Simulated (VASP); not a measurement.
# Au (C2/m) in VASP: a series of runs

Runs on Au. Level: PBEsol. Tasks: single point.

Program: VASP 6.6.1. These are calculated values, not measurements. Logs are shortened: lines on timing, memory, paths and dates and some standing lists are left out, and cuts for length are marked.

## (1) The cell of the first run

The structure is monoclinic, space group C2/m (No. 12). Conventional cell: a = 5.010 Å, b = 2.893 Å, c = 14.196 Å, α = 90.00°, β = 93.37°, γ = 90.00°. Within 3.7 Å of Au (site symmetry m) lie 13 Au at 2.77 to 3.44 Å. Within 3.8 Å of Au (site symmetry m) lie 12 Au at 2.89 Å. Within 3.8 Å of Au (site symmetry m) lie 12 Au at 2.89 Å.

## (2) Single point, PBEsol (the part above a cut slid along it)

File INCAR:

```
SYSTEM = Au
ALGO = Fast ; EDIFF = 1E-6
ENCUT = 520 ; GGA = PS
ISIF = 2 ; ISMEAR = 0
LASPH = .True. ; LCHARG = .False.
LREAL = .False. ; LWAVE = .False.
NBANDS = 42 ; NELM = 60
PREC = Accurate ; SIGMA = 0.15
```

File KPOINTS:

```
k-points
0
Gamma
  18 18 4
  0 0 0
```

File POSCAR:

```
Au
1.0
    2.0455000000     -2.0455000000      0.0000000000
    2.0455000000      0.0000000000     -2.0455000000
   11.5910303000      6.4774848500      6.4774848500
Au
6
Direct
    0.5972388883      0.5972388883      0.0833166667
   -0.7638444450     -0.7638444450      0.9166500000
    0.1250222217      0.1250222217      0.2499833333
    0.1805888883      0.1805888883      0.5833166667
   -0.3471944450     -0.3471944450      0.4166500000
   -0.2916277783     -0.2916277783      0.7499833333
```

Potentials or basis: VASP PAW PBE potentials, release 64 (Au).

The run is started by

```sh
$ cat potpaw_PBE.64/Au/POTCAR > POTCAR
$ mpirun -np 1 vasp_std > vasp.out
```

OUTCAR:

```text
SYSTEM = Au
   EDIFF = 1E-6
   ENCUT = 520
   GGA = PS
   ISIF = 2
   ISMEAR = 0
   LASPH = .True.
   LREAL = .False.
   NELM = 60
   PREC = Accurate

 ion  position               nearest neighbor table
   1  0.597  0.597  0.083-   2 2.77   2 2.77   3 2.89   3 2.89   3 2.89   2 3.44   2 3.44
   2  0.236  0.236  0.917-   1 2.77   1 2.77   6 2.89   6 2.89   6 2.89   1 3.44   1 3.44
   3  0.125  0.125  0.250-   1 2.89   1 2.89   1 2.89   5 2.89   5 2.89   5 2.89
   4  0.181  0.181  0.583-   6 2.89   6 2.89   6 2.89   5 2.89   5 2.89   5 2.89
   5  0.653  0.653  0.417-   3 2.89   3 2.89   4 2.89   4 2.89   3 2.89   4 2.89
   6  0.708  0.708  0.750-   4 2.89   4 2.89   4 2.89   2 2.89   2 2.89   2 2.89

  LATTYP: Found a base centered monoclinic cell.
 ALAT       =     5.0104312689
 B/A-ratio  =     0.5773502692
 C/A-ratio  =     2.8333352943
 COS(beta)  =    -0.0588352534

  Lattice vectors:

 A1 = (   2.0455000000,  -2.0455000000,   0.0000000000)
 A2 = (   2.0455000000,   0.0000000000,  -2.0455000000)
 A3 = (   7.5000303000,   8.5229848500,   8.5229848500)

Analysis of symmetry for initial positions (statically):
=====================================================================
 Subroutine PRICEL returns:
 Original cell was already a primitive cell.

 Routine SETGRP: Setting up the symmetry group for a
 base centered monoclinic supercell.

 Subroutine GETGRP returns: Found  4 space group operations
 (whereof  2 operations were pure point group operations)
 out of a pool of  4 trial point group operations.

The static configuration has the point symmetry C_1h.
 The point group associated with its full space group is C_2h.

Analysis of symmetry for dynamics (positions and initial velocities):
=====================================================================
 Subroutine PRICEL returns:
 Original cell was already a primitive cell.

 Routine SETGRP: Setting up the symmetry group for a
 base centered monoclinic supercell.

 Subroutine GETGRP returns: Found  4 space group operations
 (whereof  2 operations were pure point group operations)
 out of a pool of  4 trial point group operations.

The dynamic configuration has the point symmetry C_1h.
 The point group associated with its full space group is C_2h.

 Subroutine INISYM returns: Found  4 space group operations
 (whereof  2 operations are pure point group operations),
 and found     1 'primitive' translations

----------------------------------------------------------------------------------------

                                     Primitive cell

  volume of cell :     102.7022

  direct lattice vectors                    reciprocal lattice vectors
     2.045500000 -2.045500000  0.000000000     0.129010837 -0.359867188  0.129010837
     2.045500000  0.000000000 -2.045500000     0.129010837  0.129010837 -0.359867188
    11.591030300  6.477484850  6.477484850     0.040739835  0.040739835  0.040739835

  length of vectors
     2.892773842  2.892773842 14.773882475     0.403474888  0.403474888  0.070563465

  position of ions in fractional coordinates (direct lattice)
     0.597238888  0.597238888  0.083316667
     0.236155555  0.236155555  0.916650000
     0.125022222  0.125022222  0.249983333
     0.180588888  0.180588888  0.583316667
     0.652805555  0.652805555  0.416650000
     0.708372222  0.708372222  0.749983333

  ion indices of the primitive-cell ions
   primitive index   ion index
                 1           1
                 2           2
                 3           3
                 4           4
                 5           5
                 6           6

----------------------------------------------------------------------------------------

 KPOINTS: k-points

Automatic generation of k-mesh.
 Grid dimensions read from file:
 generate k-points for:   18   18    4

 Generating k-lattice:

  Cartesian coordinates                     Fractional coordinates (reciprocal lattice)
     0.007167269 -0.019992622  0.007167269     0.055555556  0.000000000  0.000000000
     0.007167269  0.007167269 -0.019992622     0.000000000  0.055555556  0.000000000
     0.010184959  0.010184959  0.010184959     0.000000000  0.000000000  0.250000000

  Length of vectors
     0.022415272  0.022415272  0.017640866

  Shift w.r.t. Gamma in fractional coordinates (k-lattice)
     0.000000000  0.000000000  0.000000000

 Subroutine IBZKPT returns following result:
 ===========================================

 Found    353 irreducible k-points:

 Following reciprocal coordinates:
            Coordinates               Weight
  0.000000  0.000000  0.000000      1.000000
  0.055556  0.000000  0.000000      4.000000
  0.111111  0.000000  0.000000      4.000000
  0.166667  0.000000  0.000000      4.000000
  0.222222  0.000000 -0.000000      4.000000
  0.277778  0.000000 -0.000000      4.000000
[... 16 lines left out ...]
 -0.277778  0.055556 -0.000000      4.000000
 -0.222222  0.055556  0.000000      4.000000
 [... further k-points ...]
   k-points           NKPTS =    353   k-points in BZ     NKDIM =    353   number of bands    NBANDS=     42
   number of dos      NEDOS =    301   number of ions     NIONS =      6
   total plane-waves  NPLWV =  64512
   dimension x,y,z NGX =    24 NGY =   24 NGZ =  112
   dimension x,y,z NGXF=    48 NGYF=   48 NGZF=  224
   ions per type =               6
   NGX,Y,Z   is equivalent  to a cutoff of  13.79, 13.79, 12.60 a.u.
   NGXF,Y,Z  is equivalent  to a cutoff of  27.59, 27.59, 25.21 a.u.
 SYSTEM =  Au
   PREC   = accura    normal or accurate (medium, high low for compatibility)
   ISTART =      0    job   : 0-new  1-cont  2-samecut
   ICHARG =      2    charge: 1-file 2-atom 10-const
   ISPIN  =      1    spin polarized calculation?
   LNONCOLLINEAR =      F non collinear calculations
   LSORBIT =      F    spin-orbit coupling
   LASPH  =      T    aspherical Exc in radial PAW
   ENCUT  =  520.0 eV  38.22 Ry    6.18 a.u.   5.38  5.38 27.47*2*pi/ulx,y,z
   NELM   =     60;   NELMIN=  2; NELMDL= -5     # of ELM steps
   EDIFF  = 0.1E-05   stopping-criterion for ELM
   LREAL  =      F    real-space projection
   EDIFFG = 0.1E-04   stopping-criterion for IOM
   NSW    =      0    number of steps for IOM
   IBRION =     -1    ionic relax: 0-MD 1-quasi-New 2-CG
   NFREE  =      0    steps in history (QN), initial steepest desc. (CG)
   ISIF   =      2    stress and relaxation
   ISYM   =      2    0-nonsym 1-usesym 2-fastsym
   POTIM  = 0.5000    time-step for ionic-motion
   TEBEG  =    0.0;   TEEND  =   0.0 temperature during run
   PSTRESS=    0.0 pullay stress
   NELECT =      66.0000    total number of electrons
   NUPDOWN=      -1.0000    fix difference up-down
   EMIN   =  10.00;   EMAX   =-10.00  energy-range for DOS
   EFERMI =   0.00;   METHOD = LEGACY
   ISMEAR =     0;   SIGMA  =   0.15  broadening in eV -4-tet -1-fermi 0-gaus
   EFERMI_NEDOS =   21; number of points for ismear=-14 and -15
   IALGO  =     68    algorithm
   IMIX   =      4    mixing-type and parameters
     AMIX     =   0.40;   BMIX     =  1.00
     AMIX_MAG =   1.60;   BMIX_MAG =  1.00
  volume/ion in A,a.u.               =      17.12       115.51
  Fermi-wavevector in a.u.,A,eV,Ry     =   1.412742  2.669696 27.155058  1.995840
  Thomas-Fermi vector in A             =   2.534459
   LORBIT       =      0    0 simple, 1 ext, 2 COOP (PROOUT), +10 PAW based schemes
   GGA     = PS    functional components
   LHFCALC =     F    Hartree Fock is set to
   AEXX    =    0.0000 exact exchange contribution
   IVDW    =     0    specifies the selected vdW correction
   LEPSILON=     F    determine dielectric tensor
   LRPA    =     F    only Hartree local field effects (RPA)
 non-spin polarized calculation
 RMM-DIIS sequential band-by-band and
 Gauss-broadening in eV      SIGMA  =   0.15
  energy-cutoff  :      520.00
  volume of cell :      102.70
 maximum number of plane-waves:      2818
 NGX is ok and might be reduce to    24
   NGX = 11   NGY = 11   NGZ = 55

 number of electron      66.0000004 magnetization

 Free energy of the ion-electron system (eV)
  ---------------------------------------------------
  ext. energy  EPLUGINS =         0.00000000
  ---------------------------------------------------
  free energy    TOTEN  =       -23.49887234 eV

  energy without entropy =      -23.47950685  energy(sigma->0) =      -23.48918959

 E-fermi :   9.1843     XC(G=0): -12.8570

 val. band max:        9.1842574886   @ k =  -0.1111  -0.4444   0.2500
 cond. band min:       9.1867615961   @ k =  -0.4444   0.0556   0.5000
 fundamental gap:      0.0025041075
 Fermi energy:         9.1842794488

 k-point     1 :       0.0000    0.0000    0.0000
  band No.  band energies     occupation
      1      -0.6697      2.00000
      2       0.2416      2.00000
      3       0.2485      2.00000
      4       1.7438      2.00000
      5       1.7481      2.00000
      6       1.9156      2.00000
[... 34 lines left out ...]
     41      23.3300      0.00000
     42      23.8335      0.00000

 k-point     2 :       0.0556    0.0000    0.0000
  band No.  band energies     occupation
      1      -0.5717      2.00000
      2       0.2591      2.00000
      3       0.4148      2.00000
      4       1.8031      2.00000
      5       1.8640      2.00000
      6       1.9963      2.00000
[... 34 lines left out ...]
     41      23.3538      0.00000
     42      23.6482      0.00000

 k-point     3 :       0.1111    0.0000    0.0000
  band No.  band energies     occupation
      1      -0.2832      2.00000
      2       0.4477      2.00000
      3       0.7576      2.00000
      4       2.0333      2.00000
      5       2.1308      2.00000
      6       2.2284      2.00000
[... 34 lines left out ...]
     41      23.2910      0.00000
     42      23.6288      0.00000

 k-point     4 :       0.1667    0.0000    0.0000
  band No.  band energies     occupation
      1       0.1778      2.00000
      2       0.7777      2.00000
      3       1.2341      2.00000
      4       2.3987      2.00000
      5       2.4700      2.00000
      6       2.5745      2.00000
[... 844 lines left out ...]
     41      16.4603      0.00000
     42      18.5760      0.00000

 k-point    23 :      -0.2778    0.0556   -0.0000
  band No.  band energies     occupation
      1       1.7496      2.00000
      2       1.8318      2.00000
      3       2.2776      2.00000
      4       2.7475      2.00000
      5       2.8798      2.00000
      6       3.0620      2.00000
[... 34 lines left out ...]
     41      18.0422      0.00000
     42      19.5567      0.00000

 k-point    24 :      -0.2222    0.0556    0.0000
  band No.  band energies     occupation
      1       1.1433      2.00000
      2       1.5108      2.00000
      3       1.9472      2.00000
      4       2.8232      2.00000
      5       2.9961      2.00000
      6       3.0853      2.00000
[... 34 lines left out ...]
     41      19.8198      0.00000
     42      20.1451      0.00000

 [... further k-points ...]

------------------------ aborting loop because EDIFF is reached ----------------------------------------

  FORCE on cell =-STRESS in cart. coord.  units (eV):
  Direction    XX          YY          ZZ          XY          YZ          ZX
  --------------------------------------------------------------------------------------
  -------------------------------------------------------------------------------------
  Total       -0.8338809     -0.3756622     -0.3756622      0.3007042      0.0861331      0.3007042
  in kB      -13.0087306     -5.8604149     -5.8604149      4.6910535      1.3436966      4.6910535
  external PRESSURE =      -8.2431868 kB  Pullay stress =       0.0000000 kB

 VOLUME and BASIS-vectors are now :
 -----------------------------------------------------------------------------
  energy-cutoff  :      520.00
  volume of cell :      102.70
      direct lattice vectors                 reciprocal lattice vectors
     2.045500000 -2.045500000  0.000000000     0.129010837 -0.359867188  0.129010837
     2.045500000  0.000000000 -2.045500000     0.129010837  0.129010837 -0.359867188
    11.591030300  6.477484850  6.477484850     0.040739835  0.040739835  0.040739835

 POSITION                                       TOTAL-FORCE (eV/Angst)
 -----------------------------------------------------------------------------------
      3.40903     -0.68197     -0.68197         0.219982      0.160050      0.160050
     11.59103      5.45453      5.45453        -0.219982     -0.160050     -0.160050
      3.40903      1.36353      1.36353        -0.003971      0.034269      0.034269
      7.50003      3.40903      3.40903        -0.000751     -0.000546     -0.000546
      7.50003      1.36353      1.36353         0.000751      0.000546      0.000546
     11.59103      3.40903      3.40903         0.003971     -0.034269     -0.034269
 -----------------------------------------------------------------------------------
    total drift:                                0.000000      0.000000      0.000000

  FREE ENERGIE OF THE ION-ELECTRON SYSTEM (eV)
  ---------------------------------------------------
  free  energy   TOTEN  =       -23.4988723356 eV

  energy  without entropy=      -23.4795068523  energy(sigma->0) =      -23.48918959
```

It took 40 min on 1 thread of Oxide Virtual Turin-like, shared host; peak memory 1 GiB.

What came out:

| Quantity | Value |
| --- | --- |
| Free energy | -23.4989 eV |
| Pressure | -0.8 GPa |
| Largest force | 0.316 eV/Å |
| Band gap on the k mesh | zero (bands 33 and 34 overlap by 4.80 eV) |

Forces on the atoms (eV/Å):
```
Au   0.220  0.160  0.160
Au  -0.220 -0.160 -0.160
Au  -0.004  0.034  0.034
Au  -0.001 -0.001 -0.001
Au   0.001  0.001  0.001
Au   0.004 -0.034 -0.034
```

Caveat: the cell differs from its parent crystal (the part above a cut slid along it); the PAW data sets were made with another functional, which shifts forces and pressure a little; spin-orbit coupling is left out, which moves the levels of the heavy elements.

## (3) Single point, PBEsol (the part above a cut slid along it)

File INCAR:

```
  ALGO = Fast
  EDIFF = 1E-6
  ENCUT = 520
  GGA = PS
  ISIF = 2
  ISMEAR = 0
  LASPH = True
  LCHARG = False
  LREAL = False
  LWAVE = False
  NBANDS = 42
  NELM = 100
  PREC = Accurate
  SIGMA = 0.15
```

File KPOINTS:

```
k-points
0
Gamma
  18 18 4
```

File POSCAR:

```
Au
1.0
    2.0455000000     -2.0455000000      0.0000000000
    2.0455000000      0.0000000000     -2.0455000000
   10.2275000000      7.1592500000      7.1592500000
Au
6
Direct
    0.6250083333      0.6250083333      0.0833166667
   -0.4583250000     -0.4583250000      0.9166500000
    0.2083416667      0.2083416667      0.2499833333
    0.3750083333      0.3750083333      0.5833166667
   -0.2083250000     -0.2083250000      0.4166500000
   -0.0416583333     -0.0416583333      0.7499833333
```

Potentials or basis: VASP PAW PBE potentials, release 64 (Au).

The run is started by

```sh
$ cat potpaw_PBE.64/Au/POTCAR > POTCAR
$ mpirun -np 1 vasp_std > vasp.out
```

Run time: 48 min. Hardware: 1 thread of Oxide Virtual Turin-like, shared host; peak memory 1 GiB.

The run converged. Its results:

* Free energy: -23.2652 eV
* Pressure: 0.8 GPa
* Largest force: 1.752 eV/Å
* Band gap on the k mesh: zero (bands 33 and 34 overlap by 4.78 eV)

Forces in eV/Å, atoms in the order of the input:
```
Au   1.488  0.653  0.653
Au  -1.488 -0.653 -0.653
Au   0.052  0.043  0.043
Au  -0.007 -0.009 -0.009
Au   0.007  0.009  0.009
Au  -0.052 -0.043 -0.043
```

Stress tensor (GPa, compression positive):
```
 3.54  2.71  2.71
 2.71 -0.56  1.25
 2.71  1.25 -0.56
```

Levels at points of the mesh, in eV from the Fermi level:
```csv
k point,band 31,band 32,band 33,band 34,band 35,band 36,band 37,band 38
"(0.00, 0.00, 0.00)",-2.58,-2.39,-2.09,-2.05,-1.99,-0.95,3.21,7.81
"(0.50, 0.00, 0.00)",-0.55,0.47,0.51,1.07,1.09,1.69,3.36,3.64
"(0.50, 0.50, 0.00)",-0.12,-0.09,1.00,1.07,1.07,1.13,3.20,3.31
"(0.00, 0.00, 0.50)",-2.49,-2.37,-2.21,-2.05,-1.99,-1.90,4.77,4.97
"(0.50, 0.00, 0.50)",-0.40,-0.10,0.91,0.98,1.08,1.69,3.24,3.53
"(0.50, 0.50, 0.50)",-0.97,0.66,0.72,1.02,1.10,1.17,3.00,4.04
```

Caveat: the cell differs from its parent crystal (the part above a cut slid along it); the PAW data sets were made with another functional, which shifts forces and pressure a little; spin-orbit coupling is left out, which moves the levels of the heavy elements.
